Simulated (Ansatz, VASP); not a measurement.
# One calculation of Al, two programs

```
Al
1.0
    -1.59437    1.59437   -1.59437
    -1.59437   -1.59437    1.59437
     0.00000    9.55945    9.55945
Al
4
Direct
  0.00000 0.00000 0.58375
  0.50000 0.50000 0.08339
  0.00000 0.00000 0.25018
  0.50000 0.50000 0.41696
```

Alike in both runs: task single point; functional r2SCAN; k mesh 22 × 22 × 7; occupations gaussian, width 0.15 eV; no spin polarisation.

|  | VASP | Ansatz |
| --- | --- | --- |
| version | VASP 6.6.1 | Ansatz 0.2.0 |
| potentials or method | VASP PAW PBE potentials, release 64 (Al), cutoff 520 eV | scalar-relativistic, plane waves, PAW |
| valence electrons in the cell | 12 | 12 |

```tsv
	VASP	Ansatz	Ansatz less VASP
gap on the k mesh at the Fermi level (eV)	none	none	-
rms of the force components (eV/Å)	0.053	0.052	-0.0003
```

VASP's potentials were made for PBE, not for r2SCAN. Atom by atom the forces differ by 0.005 eV/Å (rms over components). A gap of «none» marks a metal or a gap that the smearing closes.
